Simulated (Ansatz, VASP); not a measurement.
Two plane-wave programs on TiO2

```
CELL_PARAMETERS angstrom
-1.93035 1.93035 4.75700
1.93035 -1.93035 4.75700
1.93035 1.93035 -4.75700
ATOMIC_POSITIONS crystal
Ti 0.00000 0.00000 0.00000
Ti 0.75000 0.25000 0.50000
O 0.20660 0.20660 0.00000
O 0.95660 0.45660 0.50000
O 0.54340 0.04340 0.50000
O 0.79340 0.79340 0.00000
```

Change from the starting cell: equal xx and yy strain of +2 %, PAW files.

Alike in both runs: task electric field gradients; functional PBE; k mesh 13 × 13 × 13; occupations fermi-dirac, width 0.08 eV; no spin polarisation.

|  | VASP | Ansatz |
| --- | --- | --- |
| version | VASP 6.6.1 | Ansatz 0.2.0 |
| potentials or method | VASP PAW PBE potentials, release 64 (Ti_sv, O) | PAW with Ansatz's default frozen-core files, scalar-relativistic |
| plane-wave cutoff (eV) | 520 | 420 |
| valence electrons in the cell | 48 | 48 |

|  | VASP | Ansatz | Ansatz less VASP |
| --- | --- | --- | --- |
| pressure (GPa) | -1.4 | -2.0 | -0.65 |
| traceless stress, the component that is largest in VASP (GPa) | 5.07 | 4.89 | -0.184 |
| rms of the force components (eV/Å) | 0.163 | 0.149 | -0.0142 |
| size of Vzz on the site where it differs most (V/Å²) | 20.6 | 22.1 | +1.50 |

Atom by atom the forces differ by 0.014 eV/Å (rms over components).
